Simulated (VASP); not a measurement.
# AlN (ldaat) in VASP: a series of runs

Runs on AlN (ldaat). Level: LDA. Tasks: single point.

Program: VASP 6.6.1. These are calculated values, not measurements. Logs are shortened: lines on timing, memory, paths and dates and some standing lists are left out, and cuts for length are marked.

**1. The cell of the first run**

Symmetry: P6_3mc, No. 186, hexagonal system. Conventional cell: a = 3.114 Å, b = 3.114 Å, c = 4.983 Å, α = 90.00°, β = 90.00°, γ = 120.00°. Within 2.4 Å of Al (site symmetry 3m) lie 3 N at 1.80 Å. Within 2.4 Å of N (site symmetry 3m) lie 3 Al at 1.80 Å.

**2. Single point, LDA**

The input, INCAR:

```
PREC = Accurate
ENCUT = 520
EDIFF = 1E-6
ISMEAR = 0
SIGMA = 0.01
LREAL = F
LASPH = T
NELM = 60
ALGO = Normal
ISIF = 2
LWAVE = F
LCHARG = F
GGA = CA
NBANDS = 16
```

The input, KPOINTS:

```
regular mesh
0
Gamma
  9 9 6
```

The input, POSCAR:

```
AlN
1.0
    3.1135756528      0.0000000000      0.0000000000
   -1.5567878264      2.6964356119      0.0000000000
    0.0000000000      0.0000000000      4.9831268775
Al N
2 2
Direct
    0.3333333333      0.6666666667     -0.0531006173
    0.6666666667      0.3333333333      0.4468993827
    0.3333333333      0.6666666667      0.4351006173
    0.6666666667      0.3333333333      0.9351006173
```

Potentials or basis: VASP PAW LDA potentials, release 64 (Al, N).

The run is started by

```
$ cat potpaw_LDA.64/Al/POTCAR potpaw_LDA.64/N/POTCAR > POTCAR
$ mpirun -np 1 vasp_std > vasp.out
```

OUTCAR:

```text
PREC = Accurate
   ENCUT = 520
   EDIFF = 1E-6
   ISMEAR = 0
   LREAL = F
   LASPH = T
   NELM = 60
   ISIF = 2
   GGA = CA

 ion  position               nearest neighbor table
   1  0.333  0.667  0.947-   4 1.80   4 1.80   4 1.80   3 2.43   3 2.55   2 3.07   2 3.07   2 3.07
                             2 3.07   2 3.07   2 3.07
   2  0.667  0.333  0.447-   3 1.80   3 1.80   3 1.80   4 2.43   4 2.55   1 3.07   1 3.07   1 3.07
                             1 3.07   1 3.07   1 3.07
   3  0.333  0.667  0.435-   2 1.80   2 1.80   2 1.80   1 2.43   1 2.55
   4  0.667  0.333  0.935-   1 1.80   1 1.80   1 1.80   2 2.43   2 2.55

  LATTYP: Found a hexagonal cell.
 ALAT       =     3.1135756528
 C/A-ratio  =     1.6004515172

  Lattice vectors:

 A1 = (   3.1135756528,   0.0000000000,   0.0000000000)
 A2 = (  -1.5567878264,   2.6964356119,   0.0000000000)
 A3 = (   0.0000000000,   0.0000000000,   4.9831268775)

Analysis of symmetry for initial positions (statically):
=====================================================================
 Subroutine PRICEL returns:
 Original cell was already a primitive cell.

 Routine SETGRP: Setting up the symmetry group for a
 hexagonal supercell.

 Subroutine GETGRP returns: Found 12 space group operations
 (whereof  6 operations were pure point group operations)
 out of a pool of 24 trial point group operations.

The static configuration has the point symmetry C_3v.
 The point group associated with its full space group is C_6v.

Analysis of symmetry for dynamics (positions and initial velocities):
=====================================================================
 Subroutine PRICEL returns:
 Original cell was already a primitive cell.

 Routine SETGRP: Setting up the symmetry group for a
 hexagonal supercell.

 Subroutine GETGRP returns: Found 12 space group operations
 (whereof  6 operations were pure point group operations)
 out of a pool of 24 trial point group operations.

The dynamic configuration has the point symmetry C_3v.
 The point group associated with its full space group is C_6v.

 Subroutine INISYM returns: Found 12 space group operations
 (whereof  6 operations are pure point group operations),
 and found     1 'primitive' translations

----------------------------------------------------------------------------------------

                                     Primitive cell

  volume of cell :      41.8361

  direct lattice vectors                    reciprocal lattice vectors
     3.113575653  0.000000000  0.000000000     0.321174146  0.185429979  0.000000000
    -1.556787826  2.696435612  0.000000000     0.000000000  0.370859959  0.000000000
     0.000000000  0.000000000  4.983126878     0.000000000  0.000000000  0.200677210

  length of vectors
     3.113575653  3.113575653  4.983126878     0.370859959  0.370859959  0.200677210

  position of ions in fractional coordinates (direct lattice)
     0.333333333  0.666666667  0.946899383
     0.666666667  0.333333333  0.446899383
     0.333333333  0.666666667  0.435100617
     0.666666667  0.333333333  0.935100617

  ion indices of the primitive-cell ions
   primitive index   ion index
                 1           1
                 2           2
                 3           3
                 4           4

----------------------------------------------------------------------------------------

 KPOINTS: regular mesh

Automatic generation of k-mesh.
 Grid dimensions read from file:
 generate k-points for:    9    9    6

 Generating k-lattice:

  Cartesian coordinates                     Fractional coordinates (reciprocal lattice)
     0.035686016  0.020603331  0.000000000     0.111111111  0.000000000  0.000000000
     0.000000000  0.041206662  0.000000000     0.000000000  0.111111111  0.000000000
     0.000000000  0.000000000  0.033446202     0.000000000  0.000000000  0.166666667

  Length of vectors
     0.041206662  0.041206662  0.033446202

  Shift w.r.t. Gamma in fractional coordinates (k-lattice)
     0.000000000  0.000000000  0.000000000

 Subroutine IBZKPT returns following result:
 ===========================================

 Found     48 irreducible k-points:

 Following reciprocal coordinates:
            Coordinates               Weight
  0.000000  0.000000  0.000000      1.000000
  0.111111 -0.000000  0.000000      6.000000
  0.222222 -0.000000  0.000000      6.000000
  0.333333 -0.000000  0.000000      6.000000
  0.444444 -0.000000  0.000000      6.000000
  0.111111  0.111111  0.000000      6.000000
[... 16 lines left out ...]
  0.333333  0.222222  0.166667     24.000000
  0.333333  0.333333  0.166667      4.000000
 [... further k-points ...]
   k-points           NKPTS =     48   k-points in BZ     NKDIM =     48   number of bands    NBANDS=     16
   number of dos      NEDOS =    301   number of ions     NIONS =      4
   total plane-waves  NPLWV =  23040
   dimension x,y,z NGX =    24 NGY =   24 NGZ =   40
   dimension x,y,z NGXF=    48 NGYF=   48 NGZF=   80
   ions per type =               2   2
   NGX,Y,Z   is equivalent  to a cutoff of  12.81, 12.81, 13.34 a.u.
   NGXF,Y,Z  is equivalent  to a cutoff of  25.63, 25.63, 26.69 a.u.
 SYSTEM =  unknown system
   PREC   = accura    normal or accurate (medium, high low for compatibility)
   ISTART =      0    job   : 0-new  1-cont  2-samecut
   ICHARG =      2    charge: 1-file 2-atom 10-const
   ISPIN  =      1    spin polarized calculation?
   LNONCOLLINEAR =      F non collinear calculations
   LSORBIT =      F    spin-orbit coupling
   LASPH  =      T    aspherical Exc in radial PAW
   ENCUT  =  520.0 eV  38.22 Ry    6.18 a.u.   5.79  5.79  9.27*2*pi/ulx,y,z
   NELM   =     60;   NELMIN=  2; NELMDL= -5     # of ELM steps
   EDIFF  = 0.1E-05   stopping-criterion for ELM
   LREAL  =      F    real-space projection
   EDIFFG = 0.1E-04   stopping-criterion for IOM
   NSW    =      0    number of steps for IOM
   IBRION =     -1    ionic relax: 0-MD 1-quasi-New 2-CG
   NFREE  =      0    steps in history (QN), initial steepest desc. (CG)
   ISIF   =      2    stress and relaxation
   ISYM   =      2    0-nonsym 1-usesym 2-fastsym
   POTIM  = 0.5000    time-step for ionic-motion
   TEBEG  =    0.0;   TEEND  =   0.0 temperature during run
   PSTRESS=    0.0 pullay stress
   NELECT =      16.0000    total number of electrons
   NUPDOWN=      -1.0000    fix difference up-down
   EMIN   =  10.00;   EMAX   =-10.00  energy-range for DOS
   EFERMI =   0.00;   METHOD = LEGACY
   ISMEAR =     0;   SIGMA  =   0.01  broadening in eV -4-tet -1-fermi 0-gaus
   EFERMI_NEDOS =   21; number of points for ismear=-14 and -15
   IALGO  =     38    algorithm
   IMIX   =      4    mixing-type and parameters
     AMIX     =   0.40;   BMIX     =  1.00
     AMIX_MAG =   1.60;   BMIX_MAG =  1.00
  volume/ion in A,a.u.               =      10.46        70.58
  Fermi-wavevector in a.u.,A,eV,Ry     =   1.188313  2.245587 19.212636  1.412089
  Thomas-Fermi vector in A             =   2.324446
   LORBIT       =      0    0 simple, 1 ext, 2 COOP (PROOUT), +10 PAW based schemes
   GGA     = CA    functional components
   LHFCALC =     F    Hartree Fock is set to
   AEXX    =    0.0000 exact exchange contribution
   IVDW    =     0    specifies the selected vdW correction
   LEPSILON=     F    determine dielectric tensor
   LRPA    =     F    only Hartree local field effects (RPA)
 non-spin polarized calculation
 Gauss-broadening in eV      SIGMA  =   0.01
  energy-cutoff  :      520.00
  volume of cell :       41.84
 maximum number of plane-waves:      1152
 NGX is ok and might be reduce to    24
   NGX = 11   NGY = 11   NGZ = 19

 number of electron      16.0000002 magnetization

 Free energy of the ion-electron system (eV)
  ---------------------------------------------------
  ext. energy  EPLUGINS =         0.00000000
  ---------------------------------------------------
  free energy    TOTEN  =       -31.80668072 eV

  energy without entropy =      -31.80668072  energy(sigma->0) =      -31.80668072

 E-fermi :   7.1197     XC(G=0): -11.2270

 val. band max:        7.0605026152   @ k =   0.0000   0.0000   0.0000
 cond. band min:       9.8184289619   @ k =   0.0000   0.0000   0.0000
 fundamental gap:      2.7579263466
 Fermi energy:         7.1197006922

 k-point     1 :       0.0000    0.0000    0.0000
  band No.  band energies     occupation
      1      -9.1906      2.00000
      2      -7.0561      2.00000
      3       0.2479      2.00000
      4       4.4771      2.00000
      5       4.4771      2.00000
      6       5.1198      2.00000
[... 8 lines left out ...]
     15      18.3015      0.00000
     16      18.3015      0.00000

 k-point     2 :       0.1111   -0.0000    0.0000
  band No.  band energies     occupation
      1      -9.0300      2.00000
      2      -6.9591      2.00000
      3       0.4366      2.00000
      4       3.8460      2.00000
      5       4.3086      2.00000
      6       4.5221      2.00000
[... 8 lines left out ...]
     15      18.1431      0.00000
     16      18.7209      0.00000

 k-point     3 :       0.2222   -0.0000    0.0000
  band No.  band energies     occupation
      1      -8.5736      2.00000
      2      -6.7139      2.00000
      3       0.9885      2.00000
      4       2.4580      2.00000
      5       3.3491      2.00000
      6       3.9545      2.00000
[... 8 lines left out ...]
     15      18.3250      0.00000
     16      18.5073      0.00000

 k-point     4 :       0.3333   -0.0000    0.0000
  band No.  band energies     occupation
      1      -7.9131      2.00000
      2      -6.4692      2.00000
      3       1.0969      2.00000
      4       1.8456      2.00000
      5       2.2104      2.00000
      6       3.6200      2.00000
[... 8 lines left out ...]
     15      17.5997      0.00000
     16      19.8658      0.00000

 k-point     5 :       0.4444   -0.0000    0.0000
  band No.  band energies     occupation
      1      -7.2829      2.00000
      2      -6.4305      2.00000
      3       0.2823      2.00000
      4       1.4835      2.00000
      5       2.7872      2.00000
      6       3.4262      2.00000
[... 8 lines left out ...]
     15      17.5324      0.00000
     16      19.8909      0.00000

 k-point     6 :       0.1111    0.1111    0.0000
  band No.  band energies     occupation
      1      -8.7211      2.00000
      2      -6.7874      2.00000
      3       0.8073      2.00000
      4       3.0692      2.00000
      5       3.3313      2.00000
      6       4.2792      2.00000
[... 8 lines left out ...]
     15      18.0511      0.00000
     16      18.6339      0.00000
[... 267 lines left out ...]
 k-point    21 :       0.4444    0.1111    0.1667
  band No.  band energies     occupation
      1      -7.0343      2.00000
      2      -6.4809      2.00000
      3       0.1978      2.00000
      4       1.1894      2.00000
      5       2.8724      2.00000
      6       3.6511      2.00000
[... 8 lines left out ...]
     15      17.7233      0.00000
     16      20.7241      0.00000

 k-point    22 :       0.2222    0.2222    0.1667
  band No.  band energies     occupation
      1      -7.4937      2.00000
      2      -6.4710      2.00000
      3       1.2080      2.00000
      4       1.2713      2.00000
      5       2.9588      2.00000
      6       2.9926      2.00000
[... 8 lines left out ...]
     15      16.7495      0.00000
     16      20.4884      0.00000

 k-point    23 :       0.3333    0.2222    0.1667
  band No.  band energies     occupation
      1      -6.9536      2.00000
      2      -6.4485      2.00000
      3       0.6479      2.00000
      4       1.3633      2.00000
      5       2.1779      2.00000
      6       3.3129      2.00000
[... 8 lines left out ...]
     15      17.4342      0.00000
     16      20.5123      0.00000

 k-point    24 :       0.3333    0.3333    0.1667
  band No.  band energies     occupation
      1      -6.6010      2.00000
      2      -6.6010      2.00000
      3       0.8803      2.00000
      4       1.5554      2.00000
      5       1.5554      2.00000
      6       2.7482      2.00000
[... 8 lines left out ...]
     15      17.5238      0.00000
     16      20.9694      0.00000

 [... further k-points ...]
[... 5 lines left out ...]
  --------------------------------------------------------------------------------------
  -------------------------------------------------------------------------------------
  Total        3.4674366      3.4674366     -3.8035927      0.0000000     -0.0000000      0.0000000
  in kB      132.7907090    132.7907090   -145.6643135      0.0000000     -0.0000000      0.0000000
  external PRESSURE =      39.9723682 kB  Pullay stress =       0.0000000 kB

 VOLUME and BASIS-vectors are now :
 -----------------------------------------------------------------------------
  energy-cutoff  :      520.00
  volume of cell :       41.84
      direct lattice vectors                 reciprocal lattice vectors
     3.113575653  0.000000000  0.000000000     0.321174146  0.185429979  0.000000000
    -1.556787826  2.696435612  0.000000000     0.000000000  0.370859959  0.000000000
     0.000000000  0.000000000  4.983126878     0.000000000  0.000000000  0.200677210

 POSITION                                       TOTAL-FORCE (eV/Angst)
 -----------------------------------------------------------------------------------
     -0.00000      1.79762      4.71852         0.000000      0.000000      0.349448
      1.55679      0.89881      2.22696        -0.000000     -0.000000      0.349448
     -0.00000      1.79762      2.16816        -0.000000      0.000000     -0.349448
      1.55679      0.89881      4.65973         0.000000     -0.000000     -0.349448
 -----------------------------------------------------------------------------------
    total drift:                               -0.000000     -0.000000      0.000023

  FREE ENERGIE OF THE ION-ELECTRON SYSTEM (eV)
  ---------------------------------------------------
  free  energy   TOTEN  =       -31.8066807245 eV

  energy  without entropy=      -31.8066807245  energy(sigma->0) =      -31.80668072
```

It took 11 s on 1 thread of Intel Xeon Platinum 8488C (Sapphire Rapids), shared host; peak memory 0.15 GiB.

Results:

```
Free energy            : -31.8067 eV
Pressure               : 4.0 GPa
Largest force          : 0.349 eV/Å
Band gap on the k mesh : 2.76 eV, direct
```

Forces on the atoms (eV/Å):
```
Al   0.000  0.000  0.349
Al   0.000  0.000  0.349
N    0.000  0.000 -0.349
N    0.000  0.000 -0.349
```

Stress tensor (GPa, compression positive):
```
 13.28   0.00   0.00
  0.00  13.28   0.00
  0.00   0.00 -14.57
```

Expect the measured gap to be larger: semilocal functionals such as LDA lack the derivative discontinuity.

**3. Single point, LDA**

The input, INCAR:

```
SYSTEM = AlN
  ALGO = Normal
  EDIFF = 1E-6
  ENCUT = 520
  GGA = CA
  ISIF = 2
  ISMEAR = 0
  LASPH = .True.
  LCHARG = .False.
  LREAL = .False.
  LWAVE = .False.
  NBANDS = 16
  NELM = 100
  PREC = Accurate
  SIGMA = 0.01
```

The input, KPOINTS:

```
k-points
0
Gamma
  9 9 6
  0 0 0
```

The input, POSCAR:

```
AlN
1.0
    3.1135756528      0.0000000000      0.0000000000
   -1.5567878264      2.6964356119      0.0000000000
    0.0000000000      0.0000000000      4.9831268775
Al N
2 2
Direct
    0.3333333333      0.6666666667     -0.0590000000
    0.6666666667      0.3333333333      0.4410000000
    0.3333333333      0.6666666667      0.4410000000
    0.6666666667      0.3333333333      0.9410000000
```

Potentials or basis: VASP PAW LDA potentials, release 64 (Al, N).

The run is started by

```
$ cat potpaw_LDA.64/Al/POTCAR potpaw_LDA.64/N/POTCAR > POTCAR
$ mpirun -np 1 vasp_std > vasp.out
```

It took 11 s on 1 thread of Intel Xeon Platinum 8488C (Sapphire Rapids), shared host; peak memory 0.15 GiB.

Results (log left out):

| Item | Value |
| --- | --- |
| Free energy | -31.7860 eV |
| Pressure | 4.2 GPa |
| Band gap on the k mesh | 2.73 eV, direct |

Stress tensor (GPa, compression positive):
```
 13.53   0.00   0.00
  0.00  13.53   0.00
  0.00   0.00 -14.53
```

Levels at points of the mesh, in eV from the valence-band top:
```csv
k point,band 5,band 6,band 7,band 8,band 9,band 10,band 11,band 12
"(0.00, 0.00, 0.00)",-2.61,-1.96,-1.96,0.00,2.73,5.53,9.61,9.61
"(0.00, 0.00, 0.50)",-2.29,-2.29,-2.29,-2.29,5.53,5.53,8.85,8.85
```

LDA gaps usually lie below the measured ones, often by a third to a half.
